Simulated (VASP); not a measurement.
Wanted: the native input for a VASP 6.6.1 run.

| Item | Value |
| --- | --- |
| Task | single point |
| Functional | r2SCAN |
| Potentials or basis | VASP PAW PBE potentials, release 64 (Na_pv, I) |
| Cutoff | 520 eV |
| k mesh | 6 × 6 × 6 |
| Occupations | gaussian, width 0.05 eV |
| Spin | no spin polarisation |
| Dipole correction | no |
| Further INCAR settings | ALGO = Normal; EDIFF = 1e-06; NBANDS = 14 |

Crystal: NaI.

```
Na I
1.0
     0.00000    3.28495    3.28495
     3.28495    0.00000    3.28495
     3.28495    3.28495    0.00000
Na I
1 1
Direct
  0.00000 0.00000 0.00000
  0.50000 0.50000 0.50000
```

This cell differs from its parent crystal: strain +0.015 along x and y, +0.015 along z.

These files were run (other wordings do the same):

POSCAR

```
NaI
1.0
    0.0000000000      3.2849460000      3.2849460000
    3.2849460000      0.0000000000      3.2849460000
    3.2849460000      3.2849460000      0.0000000000
Na I
1 1
Direct
    0.0000000000      0.0000000000      0.0000000000
    0.5000000000      0.5000000000      0.5000000000
```

INCAR.step1

```
SYSTEM = NaI
ALGO = Normal ; EDIFF = 1E-4
ENCUT = 520 ; GGA = PE
ISMEAR = 0 ; LASPH = .TRUE.
LCHARG = .FALSE. ; LREAL = .FALSE.
LWAVE = .TRUE. ; NBANDS = 14
NELM = 100 ; PREC = Accurate
SIGMA = 0.05
```

INCAR.step2

```
SYSTEM = NaI
ALGO = Normal ; EDIFF = 1E-6
ENCUT = 520 ; ISIF = 2
ISMEAR = 0 ; ISTART = 1
LASPH = .TRUE. ; LCHARG = .TRUE.
LELF = .TRUE. ; LMIXTAU = .TRUE.
LREAL = .FALSE. ; LVHAR = .TRUE.
LWAVE = .FALSE. ; METAGGA = R2SCAN
NBANDS = 14 ; NELM = 100
PREC = Accurate ; SIGMA = 0.05
```

KPOINTS

```
k-points
0
G
  6 6 6
  0 0 0
```

Potentials or basis: VASP PAW PBE potentials, release 64 (Na_pv, I).

The run is started by

```bash
$ cat potpaw_PBE.64/Na_pv/POTCAR potpaw_PBE.64/I/POTCAR > POTCAR
$ cp INCAR.step1 INCAR
$ mpirun -np 1 vasp_std > vasp.out
$ cp INCAR.step2 INCAR
$ mpirun -np 1 vasp_std > vasp.out
```

Results of the run:

```json
{
  "Pressure": "-0.8 GPa",
  "Band gap on the k mesh": "4.31 eV"
}
```

Caveat: the cell differs from its parent crystal (strain +0.015 along x and y, +0.015 along z); the PAW data sets were made with another functional, which shifts forces and pressure a little; spin-orbit coupling is left out, which moves the levels of the heavy elements.

It took 30 s on 1 thread of Intel(R) Xeon(R) 6975P-C (Granite Rapids) (shared host), peak memory 0.21 GiB.
